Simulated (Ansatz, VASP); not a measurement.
One calculation of Co, two programs

```
Co
1.0
     2.41274    0.00000    0.00000
    -1.20637    2.08950    0.00000
     0.00000    0.00000    4.06329
Co
2
Cartesian
  1.2064 0.6965 1.0559
  0.0000 1.3930 3.0074
```

Change from the starting cell: strain -0.030 along x and y, +0.000 along z, atoms carried along.

Alike in both runs: task single point; functional PBEsol; k mesh 24 × 24 × 12; occupations gaussian, width 0.15 eV; collinear spin.

```csv
,VASP,Ansatz
version,VASP 6.6.1,Ansatz 0.2.0
potentials or method,"VASP PAW PBE potentials, release 64 (Co), cutoff 520 eV","scalar-relativistic, plane waves, PAW"
valence electrons in the cell,18,34
```

```tsv
	VASP	Ansatz	Ansatz less VASP
gap on the k mesh at the Fermi level (eV)	none	none	-
pressure (GPa)	3.8	4.8	+1.00
traceless stress, the component that is largest in VASP (GPa)	-8.71	-8.90	-0.194
rms of the force components (eV/Å)	0.321	0.329	+0.0081
net moment per atom (μB)	1.57	1.58	+0.006
size of the moment on the site where the two differ most (μB)	1.57	1.64	+0.064
```

VASP's potentials were made for PBE, not for PBEsol. Site moments also hang on the region over which each program counts them. Atom by atom the forces differ by 0.008 eV/Å (rms over components). A gap of «none» marks a metal or a gap that the smearing closes. VASP's potentials hold 18 valence electrons a cell and Ansatz's 34, so a difference there can come from the potentials and not from the codes.
